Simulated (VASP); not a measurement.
Write the native input for VASP 6.6.1 that does the following.

- Task: relaxation of cell and atoms
- Functional: PBE
- Potentials or basis: VASP PAW PBE potentials, release 64 (Ti_sv, Sn_d)
- Cutoff: 600 eV
- k mesh: 8 × 8 × 8
- Occupations: fermi-dirac, width 0.05 eV
- Spin: no spin polarisation
- Target pressure: 2 GPa
- Dipole correction: no
- Further INCAR settings: ALGO = Normal; EDIFF = 1e-06; IBRION = 2; EDIFFG = -0.01; NSW = 60; ISIF = 3

The structure of TiSn lies in POSCAR:

```
TiSn
1.0
    0.0000000000      2.8005500000      2.8005500000
    2.8005500000      0.0000000000      2.8005500000
    2.8005500000      2.8005500000      0.0000000000
Ti Sn
1 1
Direct
    0.0000000000      0.0000000000      0.0000000000
    0.5000000000      0.5000000000      0.5000000000
```

One way to write it, as run:

INCAR

```
SYSTEM = TiSn
PREC     = Accurate       ! precision mode
ENCUT    = 600            ! plane-wave cutoff, eV
EDIFF    = 1E-6           ! SCF threshold, eV
ISMEAR   = -1             ! smearing method
SIGMA    = 0.05           ! smearing width, eV
LREAL    = .FALSE.        ! projectors in reciprocal space
LASPH    = .TRUE.         ! aspherical terms in the spheres
NELM     = 100            ! most SCF steps
ALGO     = Normal         ! electronic algorithm
ISIF     = 3              ! what is computed and relaxed
LWAVE    = .FALSE.        ! write WAVECAR
LCHARG   = .FALSE.        ! write CHGCAR
GGA      = PE             ! functional
IBRION   = 2              ! ionic algorithm
NSW      = 60             ! ionic steps
EDIFFG   = -0.01          ! ionic threshold
PSTRESS  = 20.0
```

KPOINTS

```
regular mesh
0
G
  8 8 8
  0 0 0
```

Potentials or basis: VASP PAW PBE potentials, release 64 (Ti_sv, Sn_d).

Run with:

```console
$ cat potpaw_PBE.64/Ti_sv/POTCAR potpaw_PBE.64/Sn_d/POTCAR > POTCAR
$ mpirun -np 1 vasp_std > vasp.out
```

It gave:

```json
{"Relaxed volume": "21.47 Å³/atom", "Relaxed cell": "a = 3.931 Å, b = 3.931 Å, c = 3.931 Å, α = 60.00°, β = 60.00°, γ = 60.00°", "Space group after relaxing (to 0.05 Å)": "Fm-3m (No. 225)", "Energy change on relaxing (the enthalpy is what falls)": "+3.0 meV/atom", "Ionic steps": "3", "Pressure after relaxing": "2.0 GPa", "Band gap on the k mesh": "zero (band 13 reaches 8.65 eV, above the bottom of band 14 at 8.29 eV)"}
```

Caveat: the cell is relaxed towards a set pressure, so the enthalpy falls and the energy may rise; spin-orbit coupling is left out, which moves the levels of the heavy elements.

Wall time 40 s on 1 thread of AMD EPYC 9R45 96-Core Processor (Zen 5), on a shared host, peak memory 0.17 GiB.
